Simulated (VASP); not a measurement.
# BaOs3 (Pm-3m) in VASP: notebook

The runs below take BaOs3 through single point, with PBEsol.

All numbers are computed with VASP 6.6.1; they aren't measurements. Logs are shortened: lines on timing, memory, paths and dates and some standing lists are left out, and cuts for length are marked.

### 1 The cell of the first run

Symmetry: Pm-3m, No. 221, cubic system. Conventional cell: a = 4.140 Å, b = 4.140 Å, c = 4.140 Å, α = 90.00°, β = 90.00°, γ = 90.00°. Within 3.9 Å of Ba (site symmetry m-3m) lie 12 Os at 2.93 Å. Within 3.9 Å of Os (site symmetry 4/mmm) lie 4 Ba at 2.93 Å and 8 Os at 2.93 Å.

### 2 Single point, PBEsol (17.74 Å³/atom)

File INCAR:

```
  PREC = Accurate
  ENCUT = 520
  EDIFF = 1E-7
  ISMEAR = 0
  SIGMA = 0.05
  LREAL = F
  LASPH = T
  NELM = 60
  ALGO = Normal
  ISIF = 2
  LWAVE = F
  LCHARG = F
  GGA = PS
  NBANDS = 25
```

File KPOINTS:

```
regular mesh
0
Gamma
  8 8 8
```

File POSCAR:

```
BaOs3
1.0
    4.1397703801      0.0000000000      0.0000000000
    0.0000000000      4.1397703801      0.0000000000
    0.0000000000      0.0000000000      4.1397703801
Ba Os
1 3
Direct
    0.0000000000      0.0000000000      0.0000000000
    0.0000000000      0.5000000000      0.5000000000
    0.5000000000      0.5000000000      0.0000000000
    0.5000000000      0.0000000000      0.5000000000
```

Potentials or basis: VASP PAW PBE potentials, release 64 (Ba_sv, Os).

Launch:

```sh
cat potpaw_PBE.64/Ba_sv/POTCAR potpaw_PBE.64/Os/POTCAR > POTCAR
mpirun -np 1 vasp_std > vasp.out
```

OUTCAR:

```text
PREC = Accurate
   ENCUT = 520
   EDIFF = 1E-7
   ISMEAR = 0
   LREAL = F
   LASPH = T
   NELM = 60
   ISIF = 2
   GGA = PS

 ion  position               nearest neighbor table
   1  0.000  0.000  0.000-   2 2.93   3 2.93   4 2.93   2 2.93   4 2.93   2 2.93   3 2.93   2 2.93
                             3 2.93   4 2.93   4 2.93   3 2.93
   2  0.000  0.500  0.500-   1 2.93   3 2.93   4 2.93   1 2.93   3 2.93   1 2.93   4 2.93   1 2.93
                             3 2.93   4 2.93   3 2.93   4 2.93
   3  0.500  0.500  0.000-   1 2.93   2 2.93   4 2.93   2 2.93   4 2.93   1 2.93   4 2.93   4 2.93
                             1 2.93   2 2.93   2 2.93   1 2.93
   4  0.500  0.000  0.500-   1 2.93   2 2.93   3 2.93   1 2.93   3 2.93   2 2.93   3 2.93   3 2.93
                             1 2.93   2 2.93   1 2.93   2 2.93

  LATTYP: Found a simple cubic cell.
 ALAT       =     4.1397703801

  Lattice vectors:

 A1 = (   4.1397703801,   0.0000000000,   0.0000000000)
 A2 = (   0.0000000000,   4.1397703801,   0.0000000000)
 A3 = (   0.0000000000,   0.0000000000,   4.1397703801)

Analysis of symmetry for initial positions (statically):
=====================================================================
 Subroutine PRICEL returns:
 Original cell was already a primitive cell.

 Routine SETGRP: Setting up the symmetry group for a
 simple cubic supercell.

 Subroutine GETGRP returns: Found 48 space group operations
 (whereof 48 operations were pure point group operations)
 out of a pool of 48 trial point group operations.

The static configuration has the point symmetry O_h .

Analysis of symmetry for dynamics (positions and initial velocities):
=====================================================================
 Subroutine PRICEL returns:
 Original cell was already a primitive cell.

 Routine SETGRP: Setting up the symmetry group for a
 simple cubic supercell.

 Subroutine GETGRP returns: Found 48 space group operations
 (whereof 48 operations were pure point group operations)
 out of a pool of 48 trial point group operations.

The dynamic configuration has the point symmetry O_h .

 Subroutine INISYM returns: Found 48 space group operations
 (whereof 48 operations are pure point group operations),
 and found     1 'primitive' translations

----------------------------------------------------------------------------------------

                                     Primitive cell

  volume of cell :      70.9461

  direct lattice vectors                    reciprocal lattice vectors
     4.139770380  0.000000000  0.000000000     0.241559292  0.000000000  0.000000000
     0.000000000  4.139770380  0.000000000     0.000000000  0.241559292  0.000000000
     0.000000000  0.000000000  4.139770380     0.000000000  0.000000000  0.241559292

  length of vectors
     4.139770380  4.139770380  4.139770380     0.241559292  0.241559292  0.241559292

  position of ions in fractional coordinates (direct lattice)
     0.000000000  0.000000000  0.000000000
     0.000000000  0.500000000  0.500000000
     0.500000000  0.500000000  0.000000000
     0.500000000  0.000000000  0.500000000

  ion indices of the primitive-cell ions
   primitive index   ion index
                 1           1
                 2           2
                 3           3
                 4           4

----------------------------------------------------------------------------------------

 KPOINTS: regular mesh

Automatic generation of k-mesh.
 Grid dimensions read from file:
 generate k-points for:    8    8    8

 Generating k-lattice:

  Cartesian coordinates                     Fractional coordinates (reciprocal lattice)
     0.030194911  0.000000000  0.000000000     0.125000000  0.000000000  0.000000000
     0.000000000  0.030194911  0.000000000     0.000000000  0.125000000  0.000000000
     0.000000000  0.000000000  0.030194911     0.000000000  0.000000000  0.125000000

  Length of vectors
     0.030194911  0.030194911  0.030194911

  Shift w.r.t. Gamma in fractional coordinates (k-lattice)
     0.000000000  0.000000000  0.000000000

 Subroutine IBZKPT returns following result:
 ===========================================

 Found     35 irreducible k-points:

 Following reciprocal coordinates:
            Coordinates               Weight
  0.000000  0.000000  0.000000      1.000000
  0.125000  0.000000  0.000000      6.000000
  0.250000  0.000000  0.000000      6.000000
  0.375000  0.000000  0.000000      6.000000
  0.500000  0.000000  0.000000      3.000000
  0.125000  0.125000  0.000000     12.000000
[... 16 lines left out ...]
  0.375000  0.375000  0.125000     24.000000
  0.500000  0.375000  0.125000     24.000000
 [... further k-points ...]
   k-points           NKPTS =     35   k-points in BZ     NKDIM =     35   number of bands    NBANDS=     25
   number of dos      NEDOS =    301   number of ions     NIONS =      4
   total plane-waves  NPLWV =  32768
   dimension x,y,z NGX =    32 NGY =   32 NGZ =   32
   dimension x,y,z NGXF=    64 NGYF=   64 NGZF=   64
   ions per type =               1   3
   NGX,Y,Z   is equivalent  to a cutoff of  12.85, 12.85, 12.85 a.u.
   NGXF,Y,Z  is equivalent  to a cutoff of  25.70, 25.70, 25.70 a.u.
 SYSTEM =  unknown system
   PREC   = accura    normal or accurate (medium, high low for compatibility)
   ISTART =      0    job   : 0-new  1-cont  2-samecut
   ICHARG =      2    charge: 1-file 2-atom 10-const
   ISPIN  =      1    spin polarized calculation?
   LNONCOLLINEAR =      F non collinear calculations
   LSORBIT =      F    spin-orbit coupling
   LASPH  =      T    aspherical Exc in radial PAW
   ENCUT  =  520.0 eV  38.22 Ry    6.18 a.u.   7.70  7.70  7.70*2*pi/ulx,y,z
   NELM   =     60;   NELMIN=  2; NELMDL= -5     # of ELM steps
   EDIFF  = 0.1E-06   stopping-criterion for ELM
   LREAL  =      F    real-space projection
   EDIFFG = 0.1E-05   stopping-criterion for IOM
   NSW    =      0    number of steps for IOM
   IBRION =     -1    ionic relax: 0-MD 1-quasi-New 2-CG
   NFREE  =      0    steps in history (QN), initial steepest desc. (CG)
   ISIF   =      2    stress and relaxation
   ISYM   =      2    0-nonsym 1-usesym 2-fastsym
   POTIM  = 0.5000    time-step for ionic-motion
   TEBEG  =    0.0;   TEEND  =   0.0 temperature during run
   PSTRESS=    0.0 pullay stress
   NELECT =      34.0000    total number of electrons
   NUPDOWN=      -1.0000    fix difference up-down
   EMIN   =  10.00;   EMAX   =-10.00  energy-range for DOS
   EFERMI =   0.00;   METHOD = LEGACY
   ISMEAR =     0;   SIGMA  =   0.05  broadening in eV -4-tet -1-fermi 0-gaus
   EFERMI_NEDOS =   21; number of points for ismear=-14 and -15
   IALGO  =     38    algorithm
   IMIX   =      4    mixing-type and parameters
     AMIX     =   0.40;   BMIX     =  1.00
     AMIX_MAG =   1.60;   BMIX_MAG =  1.00
  volume/ion in A,a.u.               =      17.74       119.69
  Fermi-wavevector in a.u.,A,eV,Ry     =   1.281125  2.420975 22.330992  1.641282
  Thomas-Fermi vector in A             =   2.413513
   LORBIT       =      0    0 simple, 1 ext, 2 COOP (PROOUT), +10 PAW based schemes
   GGA     = PS    functional components
   LHFCALC =     F    Hartree Fock is set to
   AEXX    =    0.0000 exact exchange contribution
   IVDW    =     0    specifies the selected vdW correction
   LEPSILON=     F    determine dielectric tensor
   LRPA    =     F    only Hartree local field effects (RPA)
 non-spin polarized calculation
 Gauss-broadening in eV      SIGMA  =   0.05
  energy-cutoff  :      520.00
  volume of cell :       70.95
 maximum number of plane-waves:      1935
 NGX is ok and might be reduce to    32
   NGX = 15   NGY = 15   NGZ = 15

 number of electron      34.0000005 magnetization

 Free energy of the ion-electron system (eV)
  ---------------------------------------------------
  ext. energy  EPLUGINS =         0.00000000
  ---------------------------------------------------
  free energy    TOTEN  =       -31.28038797 eV

  energy without entropy =      -31.26979336  energy(sigma->0) =      -31.27509067

 E-fermi :   6.2140     XC(G=0): -12.7916

 val. band max:        6.2024785043   @ k =   0.5000   0.3750   0.1250
 cond. band min:       6.2188212508   @ k =   0.5000   0.2500   0.1250
 fundamental gap:      0.0163427465
 Fermi energy:         6.2139798580

 k-point     1 :       0.0000    0.0000    0.0000
  band No.  band energies     occupation
      1     -19.6738      2.00000
      2      -5.1173      2.00000
      3      -5.1173      2.00000
      4      -5.1173      2.00000
      5      -0.9761      2.00000
      6       1.0956      2.00000
[... 17 lines left out ...]
     24      12.4063      0.00000
     25      12.4063      0.00000

 k-point     2 :       0.1250    0.0000    0.0000
  band No.  band energies     occupation
      1     -19.6572      2.00000
      2      -5.3938      2.00000
      3      -5.1595      2.00000
      4      -5.1595      2.00000
      5      -0.7010      2.00000
      6       1.2692      2.00000
[... 17 lines left out ...]
     24      12.3478      0.00000
     25      13.2724      0.00000

 k-point     3 :       0.2500    0.0000    0.0000
  band No.  band energies     occupation
      1     -19.6166      2.00000
      2      -5.9478      2.00000
      3      -5.2575      2.00000
      4      -5.2575      2.00000
      5      -0.0482      2.00000
      6       1.7603      2.00000
[... 552 lines left out ...]
 k-point    23 :       0.3750    0.3750    0.1250
  band No.  band energies     occupation
      1     -19.5216      2.00000
      2      -6.1369      2.00000
      3      -5.9590      2.00000
      4      -5.5368      2.00000
      5       1.5858      2.00000
      6       2.3141      2.00000
[... 17 lines left out ...]
     24      11.6537      0.00000
     25      11.6940      0.00000

 k-point    24 :       0.5000    0.3750    0.1250
  band No.  band energies     occupation
      1     -19.5138      2.00000
      2      -6.1389      2.00000
      3      -5.9953      2.00000
      4      -5.5561      2.00000
      5       1.7273      2.00000
      6       2.4399      2.00000
[... 17 lines left out ...]
     24      11.5363      0.00000
     25      11.8080      0.00000

 [... further k-points ...]

------------------------ aborting loop because EDIFF is reached ----------------------------------------

  FORCE on cell =-STRESS in cart. coord.  units (eV):
  Direction    XX          YY          ZZ          XY          YZ          ZX
  --------------------------------------------------------------------------------------
  -------------------------------------------------------------------------------------
  Total        1.0182458      1.0182458      1.0182458      0.0000000      0.0000000      0.0000000
  in kB       22.9950543     22.9950543     22.9950543      0.0000000      0.0000000      0.0000000
  external PRESSURE =      22.9950543 kB  Pullay stress =       0.0000000 kB

 VOLUME and BASIS-vectors are now :
 -----------------------------------------------------------------------------
  energy-cutoff  :      520.00
  volume of cell :       70.95
      direct lattice vectors                 reciprocal lattice vectors
     4.139770380  0.000000000  0.000000000     0.241559292  0.000000000  0.000000000
     0.000000000  4.139770380  0.000000000     0.000000000  0.241559292  0.000000000
     0.000000000  0.000000000  4.139770380     0.000000000  0.000000000  0.241559292

 POSITION                                       TOTAL-FORCE (eV/Angst)
 -----------------------------------------------------------------------------------
      0.00000      0.00000      0.00000         0.000000      0.000000      0.000000
      0.00000      2.06989      2.06989         0.000000      0.000000      0.000000
      2.06989      2.06989      0.00000         0.000000      0.000000      0.000000
      2.06989      0.00000      2.06989         0.000000      0.000000      0.000000
 -----------------------------------------------------------------------------------
    total drift:                                0.000000     -0.000000     -0.000000

  FREE ENERGIE OF THE ION-ELECTRON SYSTEM (eV)
  ---------------------------------------------------
  free  energy   TOTEN  =       -31.2803879726 eV

  energy  without entropy=      -31.2697933630  energy(sigma->0) =      -31.27509067
```

Wall time 47 s (1 thread of Intel Xeon Platinum 8259CL at 2.50GHz (Skylake/Cascade Lake), shared host); peak memory 0.21 GiB.

What came out:

```yaml
Free_energy: -31.2804 eV
Pressure: 2.3 GPa
Band_gap_on_the_k_mesh: zero (bands 17 and 18 overlap by 2.12 eV)
```

Levels at points of the mesh, in eV from the Fermi level:
```
           k point  band 15  band 16  band 17  band 18  band 19  band 20
(0.00, 0.00, 0.00)     0.77     0.77     1.95     2.48     2.48     2.48
(0.50, 0.00, 0.00)    -0.88    -0.53     0.23     0.23     0.26     1.03
(0.50, 0.50, 0.00)    -0.85    -0.10    -0.05    -0.05     0.06     0.12
(0.50, 0.50, 0.50)    -0.51    -0.51    -0.17     2.00     2.00     2.00
```

Caveat: the PAW data sets were made with another functional, which shifts forces and pressure a little; spin-orbit coupling is left out, which moves the levels of the heavy elements.

### 3 Single point, PBEsol (18.08 Å³/atom)

This run uses another cell than the first one, of 18.08 Å³/atom.

File INCAR:

```
SYSTEM = BaOs3
PREC     = Accurate       ! precision mode
ENCUT    = 520            ! plane-wave cutoff, eV
EDIFF    = 1E-6           ! SCF threshold, eV
ISMEAR   = 0              ! smearing method
SIGMA    = 0.05           ! smearing width, eV
LREAL    = .False.        ! projectors in reciprocal space
LASPH    = .True.         ! aspherical terms in the spheres
NELM     = 60             ! most SCF steps
ALGO     = Normal         ! electronic algorithm
ISIF     = 2              ! what is computed and relaxed
LWAVE    = .False.        ! write WAVECAR
LCHARG   = .False.        ! write CHGCAR
GGA      = PS             ! functional
NBANDS   = 25             ! bands
```

File KPOINTS:

```
regular mesh
0
Gamma
  8 8 8
  0 0 0
```

File POSCAR:

```
BaOs3
1.0
    4.1666527592      0.0000000000      0.0000000000
    0.0000000000      4.1666527592      0.0000000000
    0.0000000000      0.0000000000      4.1666527592
Ba Os
1 3
Direct
    0.0000000000      0.0000000000      0.0000000000
    0.0000000000      0.5000000000      0.5000000000
    0.5000000000      0.5000000000      0.0000000000
    0.5000000000      0.0000000000      0.5000000000
```

Potentials or basis: VASP PAW PBE potentials, release 64 (Ba_sv, Os).

Launch:

```sh
cat potpaw_PBE.64/Ba_sv/POTCAR potpaw_PBE.64/Os/POTCAR > POTCAR
mpirun -np 1 vasp_std > vasp.out
```

Run time: 40 s. Hardware: 1 thread of Intel Xeon Platinum 8259CL at 2.50GHz (Skylake/Cascade Lake), shared host; peak memory 0.21 GiB.

Results (log left out):

```
Free energy            : -31.2868 eV
Pressure               : -0.9 GPa
Band gap on the k mesh : zero (bands 17 and 18 overlap by 2.08 eV)
```

Levels at points of the mesh, in eV from the Fermi level:
```tsv
k point	band 13	band 14	band 15	band 16	band 17	band 18	band 19	band 20	band 21	band 22
(0.00, 0.00, 0.00)	-1.07	-1.07	0.76	0.76	1.91	2.42	2.42	2.42	4.35	4.35
(0.50, 0.00, 0.00)	-1.53	-1.53	-0.84	-0.50	0.20	0.22	0.22	1.02	2.43	3.68
(0.50, 0.50, 0.00)	-1.20	-1.20	-0.80	-0.13	-0.07	-0.07	0.08	0.16	0.18	3.92
(0.50, 0.50, 0.50)	-1.21	-1.21	-0.47	-0.47	-0.14	1.95	1.95	1.95	4.52	4.52
```

Caveat: the PAW data sets were made with another functional, which shifts forces and pressure a little; spin-orbit coupling is left out, which moves the levels of the heavy elements.
